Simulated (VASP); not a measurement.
Here is a VASP 6.6.1 calculation.

Contents of POSCAR:

```
Ba
1.0
    0.0000000000      3.1498026247      3.1498026247
    3.1498026247      0.0000000000      3.1498026247
    3.1498026247      3.1498026247      0.0000000000
Ba
1
Direct
    0.0000000000      0.0000000000      0.0000000000
```

Contents of INCAR.step1:

```
SYSTEM = Ba
PREC = Accurate
ENCUT = 600
ISMEAR = -1
SIGMA = 0.1
LREAL = .False.
LASPH = .True.
NELM = 60
GGA = PE
ALGO = Normal
EDIFF = 1E-4
LWAVE = .True.
LCHARG = .False.
```

INCAR.step2

```
SYSTEM = Ba
PREC = Accurate
ENCUT = 600
EDIFF = 1E-6
ISMEAR = -1
SIGMA = 0.1
LREAL = .False.
LASPH = .True.
NELM = 60
ALGO = Normal
ISIF = 3
LWAVE = .False.
LCHARG = .False.
METAGGA = R2SCAN
LMIXTAU = .True.
IBRION = 2
NSW = 80
EDIFFG = -0.01
ISTART = 1
```

Contents of KPOINTS:

```
Automatic mesh
0
Gamma
  9 9 9
  0 0 0
```

Potentials or basis: VASP PAW PBE potentials, release 64 (Ba_sv).

Run with:

```console
$ cat potpaw_PBE.64/Ba_sv/POTCAR > POTCAR
$ cp INCAR.step1 INCAR
$ mpirun -np 1 vasp_std > vasp.out
$ cp INCAR.step2 INCAR
$ mpirun -np 1 vasp_std > vasp.out
```

(1) Estimate the relaxed cell.

(2) Predict the band gap on the k mesh.

(3) What does it give for the relaxed volume?

Answers

(1) a = 4.569 Å, b = 4.569 Å, c = 4.569 Å, α = 60.00°, β = 60.00°, γ = 60.00°.

(2) zero (bands 5 and 6 overlap by 0.11 eV).

(3) 67.46 Å³/atom.

Caveat: the PAW data sets were made with another functional, which shifts forces and pressure a little; spin-orbit coupling is left out, which moves the levels of the heavy elements.
